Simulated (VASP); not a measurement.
# GaSb (F-43m) in VASP: a series of runs, part 2 of 2

VASP 6.6.1. Earlier steps stand in the parts before.

## (3) Single point, PBE-based screened hybrid with 25 % exact exchange

POSCAR

```
GaSb
1.0
    0.0000000000      3.0590000000      3.0590000000
    3.0590000000      0.0000000000      3.0590000000
    3.0590000000      3.0590000000      0.0000000000
Sb Ga
1 1
Direct
    0.7500000000      0.7500000000      0.7500000000
    0.0000000000      0.0000000000      0.0000000000
```

INCAR.step1

```
  ALGO = Normal
  EDIFF = 1E-5
  ENCUT = 520
  GGA = PE
  ISIF = 2
  ISMEAR = -1
  LASPH = True
  LCHARG = False
  LREAL = False
  LWAVE = True
  NBANDS = 16
  NELM = 100
  PREC = Accurate
  SIGMA = 0.05
```

INCAR.step2

```
  AEXX = 0.25
  ALGO = Normal
  EDIFF = 1E-7
  ENCUT = 520
  GGA = PE
  HFSCREEN = 0.3
  ISIF = 2
  ISMEAR = -1
  ISTART = 1
  LASPH = True
  LCHARG = False
  LHFCALC = True
  LREAL = False
  LWAVE = False
  NBANDS = 16
  NELM = 100
  PREC = Accurate
  PRECFOCK = Normal
  SIGMA = 0.05
```

KPOINTS

```
k-points
0
Gamma
  4 4 4
```

Potentials or basis: VASP PAW PBE potentials, release 64 (Sb, Ga_d).

Command:

```console
cat potpaw_PBE.64/Sb/POTCAR potpaw_PBE.64/Ga_d/POTCAR > POTCAR
cp INCAR.step1 INCAR
mpirun -np 1 vasp_std > vasp.out
cp INCAR.step2 INCAR
mpirun -np 1 vasp_std > vasp.out
```

OUTCAR:

```text
AEXX = 0.25
   EDIFF = 1E-7
   ENCUT = 520
   GGA = PE
   HFSCREEN = 0.3
   ISIF = 2
   ISMEAR = -1
   ISTART = 1
   LASPH = True
   LHFCALC = True
   LREAL = False
   NELM = 100
   PREC = Accurate
   PRECFOCK = Normal

 ion  position               nearest neighbor table
   1  0.750  0.750  0.750-   2 2.65   2 2.65   2 2.65   2 2.65
   2  0.000  0.000  0.000-   1 2.65   1 2.65   1 2.65   1 2.65

  LATTYP: Found a face centered cubic cell.
 ALAT       =     6.1180000000

  Lattice vectors:

 A1 = (   0.0000000000,   3.0590000000,   3.0590000000)
 A2 = (   3.0590000000,   0.0000000000,   3.0590000000)
 A3 = (   3.0590000000,   3.0590000000,   0.0000000000)

Analysis of symmetry for initial positions (statically):
=====================================================================
 Subroutine PRICEL returns:
 Original cell was already a primitive cell.

 Routine SETGRP: Setting up the symmetry group for a
 face centered cubic supercell.

 Subroutine GETGRP returns: Found 24 space group operations
 (whereof 24 operations were pure point group operations)
 out of a pool of 48 trial point group operations.

The static configuration has the point symmetry T_d .

Analysis of symmetry for dynamics (positions and initial velocities):
=====================================================================
 Subroutine PRICEL returns:
 Original cell was already a primitive cell.

 Routine SETGRP: Setting up the symmetry group for a
 face centered cubic supercell.

 Subroutine GETGRP returns: Found 24 space group operations
 (whereof 24 operations were pure point group operations)
 out of a pool of 48 trial point group operations.

The dynamic configuration has the point symmetry T_d .
[... 102 lines left out ...]
     AMIX_MAG =   1.60;   BMIX_MAG =  1.00
  volume/ion in A,a.u.               =      28.62       193.17
  Fermi-wavevector in a.u.,A,eV,Ry     =   1.113208  2.103657 16.860766  1.239231
  Thomas-Fermi vector in A             =   2.249790
   LORBIT       =      0    0 simple, 1 ext, 2 COOP (PROOUT), +10 PAW based schemes
   GGA     = PE    functional components
   LHFCALC =     T    Hartree Fock is set to
   PRECFOCK=normal    Normal, Fast or Accurate (Low or Medium for compatibility)
   ENCUT4O =  -1.0   cutoff for four orbital integrals eV
   NKREDX  =     1    reduce k-point grid by
   NKREDY  =     1    reduce k-point grid by
   NKREDZ  =     1    reduce k-point grid by
   AEXX    =    0.2500 exact exchange contribution
   HFSCREEN=    0.3000 screening length (either q_TF or 0.3 A-1)
   HFSCREENC=   0.3000 screening length for correlation (either q_TF or 0.3 A-1)
   ENCUTFOCK=  -1.0 apply spherical cutoff to Coloumb kernel
   IVDW    =     0    specifies the selected vdW correction
   LEPSILON=     F    determine dielectric tensor
   LRPA    =     F    only Hartree local field effects (RPA)
 non-spin polarized calculation
  energy-cutoff  :      520.00
  volume of cell :       57.25
 maximum number of plane-waves:      1572
  NGX = 28; NGY = 28; NGZ = 28

 number of electron      17.9999986 magnetization

 Free energy of the ion-electron system (eV)
  ---------------------------------------------------
  ext. energy  EPLUGINS =         0.00000000
  ---------------------------------------------------
  free energy    TOTEN  =        -8.47952667 eV

  energy without entropy =       -8.47949566  energy(sigma->0) =       -8.47951117

 E-fermi :   4.9605     XC(G=0):  -7.6961

 val. band max:        4.5682815969   @ k =   0.0000   0.0000   0.0000
 cond. band min:       5.3005914293   @ k =   0.0000   0.0000   0.0000
 fundamental gap:      0.7323098324
 Fermi energy:         4.9604860129

 k-point     1 :       0.0000    0.0000    0.0000
  band No.  band energies     occupation
      1     -12.9907      2.00000
      2     -12.9907      2.00000
      3     -12.9907      2.00000
      4     -12.9394      2.00000
      5     -12.9394      2.00000
      6      -7.8419      2.00000
[... 129 lines left out ...]
      3     -12.9696      2.00000
      4     -12.9447      2.00000
      5     -12.9389      2.00000
      6      -5.0832      2.00000
[... 8 lines left out ...]
     15      15.4832      0.00000
     16      16.8668      0.00000

------------------------ aborting loop because EDIFF is reached ----------------------------------------

  FORCE on cell =-STRESS in cart. coord.  units (eV):
  Direction    XX          YY          ZZ          XY          YZ          ZX
  --------------------------------------------------------------------------------------
  -------------------------------------------------------------------------------------
  Total        0.2102449      0.2102449      0.2102449     -0.0000000      0.0000000     -0.0000000
  in kB        5.8839317      5.8839317      5.8839317     -0.0000000      0.0000000     -0.0000000
  external PRESSURE =       5.8839317 kB  Pullay stress =       0.0000000 kB

 VOLUME and BASIS-vectors are now :
 -----------------------------------------------------------------------------
  energy-cutoff  :      520.00
  volume of cell :       57.25
      direct lattice vectors                 reciprocal lattice vectors
     0.000000000  3.059000000  3.059000000    -0.163452109  0.163452109  0.163452109
     3.059000000  0.000000000  3.059000000     0.163452109 -0.163452109  0.163452109
     3.059000000  3.059000000  0.000000000     0.163452109  0.163452109 -0.163452109

 POSITION                                       TOTAL-FORCE (eV/Angst)
 -----------------------------------------------------------------------------------
      4.58850      4.58850      4.58850        -0.000000     -0.000000      0.000000
      0.00000      0.00000      0.00000         0.000000      0.000000     -0.000000
 -----------------------------------------------------------------------------------
    total drift:                               -0.000029     -0.000009     -0.000017

  FREE ENERGIE OF THE ION-ELECTRON SYSTEM (eV)
  ---------------------------------------------------
  free  energy   TOTEN  =        -8.4795266717 eV

  energy  without entropy=       -8.4794956591  energy(sigma->0) =       -8.47951117
```

Wall time 32 min (1 thread of AMD EPYC 7R43 (Zen 3), shared host); peak memory 0.26 GiB.

Results:

- Free energy: -8.4795 eV
- Pressure: 0.6 GPa
- Band gap on the k mesh: 0.73 eV

Caveat: the k points lie up to 0.44 Å⁻¹ apart; the PAW data sets were made with another functional, which shifts forces and pressure a little; spin-orbit coupling is left out, which moves the levels of the heavy elements. A k mesh can miss the band edges.
